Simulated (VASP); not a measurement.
Input of a VASP 6.6.1 run:

The input INCAR:

```
SYSTEM = NaCl
PREC = Accurate
ENCUT = 500
EDIFF = 1E-6
ISMEAR = 0
SIGMA = 0.01
LREAL = .False.
LASPH = .True.
NELM = 120
ALGO = Normal
ISIF = 2
LWAVE = .False.
LCHARG = .False.
GGA = PE
NBANDS = 14
GGA_COMPAT = .False.
```

File KPOINTS:

```
regular mesh
0
Gamma
  4 4 4
  0 0 0
```

File POSCAR:

```
NaCl
1.0
    3.4595457961      0.0000000000      0.0000000000
    0.0000000000      3.4595457961      0.0000000000
    0.0000000000      0.0000000000      3.4595457961
Na Cl
1 1
Direct
    0.0000000000      0.0000000000      0.0000000000
    0.5000000000      0.5000000000      0.5000000000
```

Potentials or basis: VASP PAW PBE potentials, release 64 (Na_pv, Cl).

The run is started by

```console
$ cat potpaw_PBE.64/Na_pv/POTCAR potpaw_PBE.64/Cl/POTCAR > POTCAR
$ mpirun -np 1 vasp_std > vasp.out
```

(1) What does it give for the pressure?

(2) Estimate the band gap on the k mesh.

## Answers

(1) 1.2 GPa.

(2) 4.10 eV (least direct gap 4.62 eV).

Caveat: the k points lie up to 0.45 Å⁻¹ apart.
